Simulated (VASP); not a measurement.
# WC (Fm-3m) in VASP: single point with PBEsol

Aim: the single point of WC with PBEsol.

Everything below comes from runs of VASP 6.6.1. Logs are shortened: lines on timing, memory, paths and dates and some standing lists are left out, and cuts for length are marked.

### Step 1. The cell of the first run

The structure is cubic, space group Fm-3m (No. 225). Conventional cell: a = 4.347 Å, b = 4.347 Å, c = 4.347 Å, α = 90.00°, β = 90.00°, γ = 90.00°. Within 2.9 Å of W (site symmetry m-3m) lie 6 C at 2.17 Å. Within 2.9 Å of C (site symmetry m-3m) lie 6 W at 2.17 Å.

### Step 2. Single point, PBEsol

INCAR reads:

```
SYSTEM = WC
  ALGO = Normal
  EDIFF = 1E-6
  ENCUT = 1300
  GGA = PS
  GGA_COMPAT = .FALSE.
  ISIF = 2
  ISMEAR = 1
  LASPH = .TRUE.
  LCHARG = .FALSE.
  LREAL = .FALSE.
  LWAVE = .FALSE.
  NBANDS = 16
  NELM = 120
  PREC = Accurate
  SIGMA = 0.15
```

KPOINTS reads:

```
k-points
0
G
  9 9 9
  0 0 0
```

POSCAR reads:

```
WC
1.0
    0.0000000000      2.1733717236      2.1733717236
    2.1733717236      0.0000000000      2.1733717236
    2.1733717236      2.1733717236      0.0000000000
W C
1 1
Direct
    0.0000000000      0.0000000000      0.0000000000
    0.5000000000      0.5000000000      0.5000000000
```

Potentials or basis: VASP PAW PBE potentials, release 64 (W_sv, C_h).

Run with:

```sh
cat potpaw_PBE.64/W_sv/POTCAR potpaw_PBE.64/C_h/POTCAR > POTCAR
mpirun -np 1 vasp_std > vasp.out
```

OUTCAR:

```text
SYSTEM = WC
   EDIFF = 1E-6
   ENCUT = 1300
   GGA = PS
   ISIF = 2
   ISMEAR = 1
   LASPH = .TRUE.
   LREAL = .FALSE.
   NELM = 120
   PREC = Accurate

 ion  position               nearest neighbor table
   1  0.000  0.000  0.000-   2 2.17   2 2.17   2 2.17   2 2.17   2 2.17   2 2.17
   2  0.500  0.500  0.500-   1 2.17   1 2.17   1 2.17   1 2.17   1 2.17   1 2.17

  LATTYP: Found a face centered cubic cell.
 ALAT       =     4.3467434472

  Lattice vectors:

 A1 = (   0.0000000000,   2.1733717236,   2.1733717236)
 A2 = (   2.1733717236,   0.0000000000,   2.1733717236)
 A3 = (   2.1733717236,   2.1733717236,   0.0000000000)

Analysis of symmetry for initial positions (statically):
=====================================================================
 Subroutine PRICEL returns:
 Original cell was already a primitive cell.

 Routine SETGRP: Setting up the symmetry group for a
 face centered cubic supercell.

 Subroutine GETGRP returns: Found 48 space group operations
 (whereof 48 operations were pure point group operations)
 out of a pool of 48 trial point group operations.

The static configuration has the point symmetry O_h .

Analysis of symmetry for dynamics (positions and initial velocities):
=====================================================================
 Subroutine PRICEL returns:
 Original cell was already a primitive cell.

 Routine SETGRP: Setting up the symmetry group for a
 face centered cubic supercell.

 Subroutine GETGRP returns: Found 48 space group operations
 (whereof 48 operations were pure point group operations)
 out of a pool of 48 trial point group operations.

The dynamic configuration has the point symmetry O_h .

 Subroutine INISYM returns: Found 48 space group operations
 (whereof 48 operations are pure point group operations),
 and found     1 'primitive' translations

----------------------------------------------------------------------------------------

                                     Primitive cell

  volume of cell :      20.5320

  direct lattice vectors                    reciprocal lattice vectors
     0.000000000  2.173371724  2.173371724    -0.230057286  0.230057286  0.230057286
     2.173371724  0.000000000  2.173371724     0.230057286 -0.230057286  0.230057286
     2.173371724  2.173371724  0.000000000     0.230057286  0.230057286 -0.230057286

  length of vectors
     3.073611768  3.073611768  3.073611768     0.398470908  0.398470908  0.398470908

  position of ions in fractional coordinates (direct lattice)
     0.000000000  0.000000000  0.000000000
     0.500000000  0.500000000  0.500000000

  ion indices of the primitive-cell ions
   primitive index   ion index
                 1           1
                 2           2

----------------------------------------------------------------------------------------

 KPOINTS: k-points

Automatic generation of k-mesh.
 Grid dimensions read from file:
 generate k-points for:    9    9    9

 Generating k-lattice:

  Cartesian coordinates                     Fractional coordinates (reciprocal lattice)
    -0.025561921  0.025561921  0.025561921     0.111111111  0.000000000  0.000000000
     0.025561921 -0.025561921  0.025561921     0.000000000  0.111111111  0.000000000
     0.025561921  0.025561921 -0.025561921     0.000000000  0.000000000  0.111111111

  Length of vectors
     0.044274545  0.044274545  0.044274545

  Shift w.r.t. Gamma in fractional coordinates (k-lattice)
     0.000000000  0.000000000  0.000000000

 Subroutine IBZKPT returns following result:
 ===========================================

 Found     35 irreducible k-points:

 Following reciprocal coordinates:
            Coordinates               Weight
  0.000000  0.000000  0.000000      1.000000
  0.111111  0.000000  0.000000      8.000000
  0.222222  0.000000  0.000000      8.000000
  0.333333  0.000000  0.000000      8.000000
  0.444444  0.000000  0.000000      8.000000
  0.111111  0.111111  0.000000      6.000000
[... 16 lines left out ...]
 -0.333333  0.333333  0.000000     12.000000
  0.444444  0.444444  0.000000      6.000000
 [... further k-points ...]
   k-points           NKPTS =     35   k-points in BZ     NKDIM =     35   number of bands    NBANDS=     16
   number of dos      NEDOS =    301   number of ions     NIONS =      2
   total plane-waves  NPLWV =  46656
   dimension x,y,z NGX =    36 NGY =   36 NGZ =   36
   dimension x,y,z NGXF=    72 NGYF=   72 NGZF=   72
   ions per type =               1   1
   NGX,Y,Z   is equivalent  to a cutoff of  19.47, 19.47, 19.47 a.u.
   NGXF,Y,Z  is equivalent  to a cutoff of  38.94, 38.94, 38.94 a.u.
 SYSTEM =  WC
   PREC   = accura    normal or accurate (medium, high low for compatibility)
   ISTART =      0    job   : 0-new  1-cont  2-samecut
   ICHARG =      2    charge: 1-file 2-atom 10-const
   ISPIN  =      1    spin polarized calculation?
   LNONCOLLINEAR =      F non collinear calculations
   LSORBIT =      F    spin-orbit coupling
   LASPH  =      T    aspherical Exc in radial PAW
   ENCUT  = 1300.0 eV  95.55 Ry    9.77 a.u.   9.04  9.04  9.04*2*pi/ulx,y,z
   NELM   =    120;   NELMIN=  2; NELMDL= -5     # of ELM steps
   EDIFF  = 0.1E-05   stopping-criterion for ELM
   LREAL  =      F    real-space projection
   EDIFFG = 0.1E-04   stopping-criterion for IOM
   NSW    =      0    number of steps for IOM
   IBRION =     -1    ionic relax: 0-MD 1-quasi-New 2-CG
   NFREE  =      0    steps in history (QN), initial steepest desc. (CG)
   ISIF   =      2    stress and relaxation
   ISYM   =      2    0-nonsym 1-usesym 2-fastsym
   POTIM  = 0.5000    time-step for ionic-motion
   TEBEG  =    0.0;   TEEND  =   0.0 temperature during run
   PSTRESS=    0.0 pullay stress
   NELECT =      18.0000    total number of electrons
   NUPDOWN=      -1.0000    fix difference up-down
   EMIN   =  10.00;   EMAX   =-10.00  energy-range for DOS
   EFERMI =   0.00;   METHOD = LEGACY
   ISMEAR =     1;   SIGMA  =   0.15  broadening in eV -4-tet -1-fermi 0-gaus
   EFERMI_NEDOS =   21; number of points for ismear=-14 and -15
   IALGO  =     38    algorithm
   IMIX   =      4    mixing-type and parameters
     AMIX     =   0.40;   BMIX     =  1.00
     AMIX_MAG =   1.60;   BMIX_MAG =  1.00
  volume/ion in A,a.u.               =      10.27        69.28
  Fermi-wavevector in a.u.,A,eV,Ry     =   1.566829  2.960878 33.401673  2.454954
  Thomas-Fermi vector in A             =   2.669099
   LORBIT       =      0    0 simple, 1 ext, 2 COOP (PROOUT), +10 PAW based schemes
   GGA     = PS    functional components
   LHFCALC =     F    Hartree Fock is set to
   AEXX    =    0.0000 exact exchange contribution
   IVDW    =     0    specifies the selected vdW correction
   LEPSILON=     F    determine dielectric tensor
   LRPA    =     F    only Hartree local field effects (RPA)
 non-spin polarized calculation
 Methfessel and Paxton  Order N= 1 SIGMA  =   0.15
  energy-cutoff  :     1300.00
  volume of cell :       20.53
 maximum number of plane-waves:      2203
   NGX = 19   NGY = 19   NGZ = 19

 number of electron      18.0000000 magnetization

 Free energy of the ion-electron system (eV)
  ---------------------------------------------------
  ext. energy  EPLUGINS =         0.00000000
  ---------------------------------------------------
  free energy    TOTEN  =       -22.98259570 eV

  energy without entropy =      -22.97680671  energy(sigma->0) =      -22.98066604

 E-fermi :  12.8843     XC(G=0): -14.0295

 val. band max:       12.8686135179   @ k =   0.2222   0.0000   0.0000
 cond. band min:      12.8967513195   @ k =  -0.2222   0.1111   0.0000
 fundamental gap:      0.0281378016
 Fermi energy:        12.8843241617

 k-point     1 :       0.0000    0.0000    0.0000
  band No.  band energies     occupation
      1     -62.3488      2.00000
      2     -26.3441      2.00000
      3     -26.3441      2.00000
      4     -26.3441      2.00000
      5      -3.0268      2.00000
      6      10.1388      2.00000
[... 8 lines left out ...]
     15      22.5960      0.00000
     16      36.7142      0.00000

 k-point     2 :       0.1111    0.0000    0.0000
  band No.  band energies     occupation
      1     -62.3438      2.00000
      2     -26.4241      2.00000
      3     -26.3526      2.00000
      4     -26.3526      2.00000
      5      -2.6692      2.00000
      6       9.0423      2.00000
[... 8 lines left out ...]
     15      23.4194      0.00000
     16      33.6481      0.00000

 k-point     3 :       0.2222    0.0000    0.0000
  band No.  band energies     occupation
      1     -62.3313      2.00000
      2     -26.6221      2.00000
      3     -26.3739      2.00000
      4     -26.3739      2.00000
      5      -1.6753      2.00000
      6       7.1357      2.00000
[... 8 lines left out ...]
     15      25.0825      0.00000
     16      30.7095      0.00000

 k-point     4 :       0.3333    0.0000    0.0000
  band No.  band energies     occupation
      1     -62.3170      2.00000
      2     -26.8398      2.00000
      3     -26.3980      2.00000
      4     -26.3980      2.00000
      5      -0.2482      2.00000
      6       5.1982      2.00000
[... 8 lines left out ...]
     15      26.0755      0.00000
     16      27.7630      0.00000
[... 324 lines left out ...]
 k-point    22 :      -0.4444    0.3333    0.0000
  band No.  band energies     occupation
      1     -62.2943      2.00000
      2     -26.8591      2.00000
      3     -26.6676      2.00000
      4     -26.5259      2.00000
      5      -0.0450      2.00000
      6       5.9392      2.00000
[... 8 lines left out ...]
     15      24.5863      0.00000
     16      27.5764      0.00000

 k-point    23 :      -0.3333    0.3333    0.0000
  band No.  band energies     occupation
      1     -62.2957      2.00000
      2     -26.7800      2.00000
      3     -26.7635      2.00000
      4     -26.4858      2.00000
      5       0.5157      2.00000
      6       5.0258      2.00000
[... 8 lines left out ...]
     15      24.7818      0.00000
     16      25.6397      0.00000

 k-point    24 :       0.4444    0.4444    0.0000
  band No.  band energies     occupation
      1     -62.2939      2.00000
      2     -26.9144      2.00000
      3     -26.5690      2.00000
      4     -26.5690      2.00000
      5      -0.7399      2.00000
      6       7.0315      2.00000
[... 8 lines left out ...]
     15      25.1261      0.00000
     16      30.7033      0.00000

 [... further k-points ...]

------------------------ aborting loop because EDIFF is reached ----------------------------------------

  FORCE on cell =-STRESS in cart. coord.  units (eV):
  Direction    XX          YY          ZZ          XY          YZ          ZX
  --------------------------------------------------------------------------------------
  -------------------------------------------------------------------------------------
  Total        0.1313085      0.1313085      0.1313085      0.0000000      0.0000000      0.0000000
  in kB       10.2464041     10.2464041     10.2464041      0.0000000      0.0000000      0.0000000
  external PRESSURE =      10.2464041 kB  Pullay stress =       0.0000000 kB

 VOLUME and BASIS-vectors are now :
 -----------------------------------------------------------------------------
  energy-cutoff  :     1300.00
  volume of cell :       20.53
      direct lattice vectors                 reciprocal lattice vectors
     0.000000000  2.173371724  2.173371724    -0.230057286  0.230057286  0.230057286
     2.173371724  0.000000000  2.173371724     0.230057286 -0.230057286  0.230057286
     2.173371724  2.173371724  0.000000000     0.230057286  0.230057286 -0.230057286

 POSITION                                       TOTAL-FORCE (eV/Angst)
 -----------------------------------------------------------------------------------
      0.00000      0.00000      0.00000         0.000000      0.000000     -0.000000
      2.17337      2.17337      2.17337         0.000000      0.000000      0.000000
 -----------------------------------------------------------------------------------
    total drift:                               -0.000000      0.000000      0.000000

  FREE ENERGIE OF THE ION-ELECTRON SYSTEM (eV)
  ---------------------------------------------------
  free  energy   TOTEN  =       -22.9825956970 eV

  energy  without entropy=      -22.9768067129  energy(sigma->0) =      -22.98066604
```

Run time: 35 s. Hardware: 1 thread of Intel Xeon 6975P-C (Granite Rapids), shared host; peak memory 0.23 GiB.

Results:

| Item | Value |
| --- | --- |
| Free energy | -22.9826 eV |
| Pressure | 1.0 GPa |
| Band gap on the k mesh | zero (bands 9 and 10 overlap by 3.13 eV) |

Caveat: the PAW data sets were made with another functional, which shifts forces and pressure a little; spin-orbit coupling is left out, which moves the levels of the heavy elements.

The gap in the log of VASP goes by the Fermi energy; the results here count the filled bands.